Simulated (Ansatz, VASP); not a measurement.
Al2Cu: VASP beside Ansatz

```
Al Cu
1.0
    -2.90510    2.90510    2.53895
     2.90510   -2.90510    2.53895
     2.90510    2.90510   -2.53895
Al Cu
4 2
Cartesian
  3.8273 0.9222 0.0000
  1.9829 0.9222 2.5389
  -0.9222 1.9829 2.5389
  0.9222 1.9829 0.0000
  0.0000 0.0000 3.8084
  0.0000 0.0000 1.2695
```

Alike in both runs: task single point; functional PBE; k mesh 10 × 10 × 10; occupations gaussian, width 0.15 eV; no spin polarisation.

|  | VASP | Ansatz |
| --- | --- | --- |
| version | VASP 6.6.1 | Ansatz 0.2.0 |
| potentials or method | VASP PAW PBE potentials, release 64 (Al, Cu), cutoff 520 eV | scalar-relativistic, plane waves, PAW |
| valence electrons in the cell | 34 | 50 |

```csv
,VASP,Ansatz,Ansatz less VASP
gap on the k mesh at the Fermi level (eV),none,none,-
pressure (GPa),5.5,5.3,-0.18
"traceless stress, the component that is largest in VASP (GPa)",-6.09,-6.17,-0.081
rms of the force components (eV/Å),0.117,0.119,+0.0018
```

Atom by atom the forces differ by 0.002 eV/Å (rms over components). A gap of «none» marks a metal or a gap that the smearing closes. VASP's potentials hold 34 valence electrons a cell and Ansatz's 50, so a difference there can come from the potentials and not from the codes.
